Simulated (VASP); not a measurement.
NaH:

```
Na H
1.0
     0.00000    2.59692    2.59692
     2.59692    0.00000    2.59692
     2.59692    2.59692    0.00000
Na H
1 1
Direct
  0.00000 0.00000 0.00000
  0.25000 0.25000 0.25000
```

Base run:

* Program: VASP 6.6.1
* Functional: PBE
* Potentials or basis: VASP PAW PBE potentials, release 64 (Na_pv, H)
* Cutoff: 520 eV
* k mesh: 6 × 6 × 6
* Occupations: gaussian, width 0.01 eV
* Spin: no spin polarisation

Its results: band gap on the k mesh 3.63 eV (least direct gap 4.32 eV); pressure 0.2 GPa.

Question: The run is repeated on the same cell with these changes: functional from PBE to HF; further incar settings from ALGO = Normal; EDIFF = 1e-07; NBANDS = 11 to ALGO = Normal; EDIFF = 1e-06; NBANDS = 11. What comes out?

Answer: Band gap on the k mesh 11.08 eV (least direct gap 11.96 eV); pressure 1.4 GPa.

Caveats: the structure was generated, so it needn't be the stable form of NaH; the PAW data sets were made with another functional, which shifts forces and pressure a little (at least some runs).

A k mesh can miss the band edges.
